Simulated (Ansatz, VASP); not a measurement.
WSe2: VASP beside Ansatz

Contents of INCAR:

```
ALGO = Normal ; DIPOL = 0.5 0.5 0.500
EDIFF = 1E-6 ; ENCUT = 400
GGA = PS ; GGA_COMPAT = False
IDIPOL = 3 ; ISIF = 2
ISMEAR = 0 ; LASPH = True
LCHARG = False ; LDIPOL = True
LREAL = False ; LWAVE = False
NBANDS = 49 ; NELM = 120
NELMDL = -8 ; PREC = Accurate
SIGMA = 0.05
```

KPOINTS

```
k-points
0
Gamma
  9 9 1
```

Contents of POSCAR:

```
WSe2
1.0
    3.2711503897      0.0000000000      0.0000000000
   -1.6355751948      2.8328993370      0.0000000000
    0.0000000000      0.0000000000     31.5685077085
Se W
6 3
Direct
    0.6666666667      0.3333333333      0.2375785409
    0.6666666667      0.3333333333      0.3436284946
    0.3333333333      0.6666666667      0.4469750232
    0.3333333333      0.6666666667      0.5530249768
    0.6666666667      0.3333333333      0.6563715054
    0.6666666667      0.3333333333      0.7624214591
    0.3333333333      0.6666666667      0.2906035177
    0.6666666667      0.3333333333      0.5000000000
    0.3333333333      0.6666666667      0.7093964823
```

Input for Ansatz:

```yaml
crystal:
  lattice:
    - [3.2711503897, 0.0, 0.0]
    - [-1.6355751948, 2.832899337, 0.0]
    - [0.0, 0.0, 31.5685077085]
  atoms:
    - { symbol: Se, position: [0.6666666667, 0.3333333333, 0.2375785409] }
    - { symbol: W, position: [0.3333333333, 0.6666666667, 0.2906035177] }
    - { symbol: Se, position: [0.6666666667, 0.3333333333, 0.3436284946] }
    - { symbol: Se, position: [0.3333333333, 0.6666666667, 0.4469750232] }
    - { symbol: W, position: [0.6666666667, 0.3333333333, 0.5] }
    - { symbol: Se, position: [0.3333333333, 0.6666666667, 0.5530249768] }
    - { symbol: Se, position: [0.6666666667, 0.3333333333, 0.6563715054] }
    - { symbol: W, position: [0.3333333333, 0.6666666667, 0.7093964823] }
    - { symbol: Se, position: [0.6666666667, 0.3333333333, 0.7624214591] }
basis:
  ecutwfc: 420
kpoints:
  mp_grid: { grid: [9, 9, 1] }
hamiltonian:
  xc: pbesol
scf:
  occupations: { method: gaussian, width: 0.05 }
output:
  forces: true
  stress: true
  eigenvalues: true
  write_density: true
  write_potential: true
  elf: true
  volumetric_format: npy
efield:
  axis: 3
  dipole_correction: true
  ramp_width: 0.04
```

Alike in both runs: task single point; functional PBEsol; k mesh 9 × 9 × 1; occupations gaussian, width 0.05 eV; no spin polarisation.

|  | VASP | Ansatz |
| --- | --- | --- |
| version | VASP 6.6.1 | Ansatz 0.2.0 |
| potentials or method | VASP PAW PBE potentials, release 64 (Se, W_sv), cutoff 400 eV | scalar-relativistic, plane waves, PAW |
| valence electrons in the cell | 78 | 138 |

Ansatz gave:

- gap on the k mesh at the Fermi level (eV): 1.34
- least direct gap on the mesh (eV): 1.62
- rms of the force components (eV/Å): 0.012

Problem. What did VASP give for the same quantities?

Solution. gap on the k mesh at the Fermi level (eV): 1.33; least direct gap on the mesh (eV): 1.62; rms of the force components (eV/Å): 0.029.

VASP's potentials were made for PBE, not for PBEsol. VASP's potentials hold 78 valence electrons a cell and Ansatz's 138, so a difference there can come from the potentials and not from the codes. Ansatz's warnings: xc potential rough in thin density.

Neither program's run includes spin-orbit coupling.
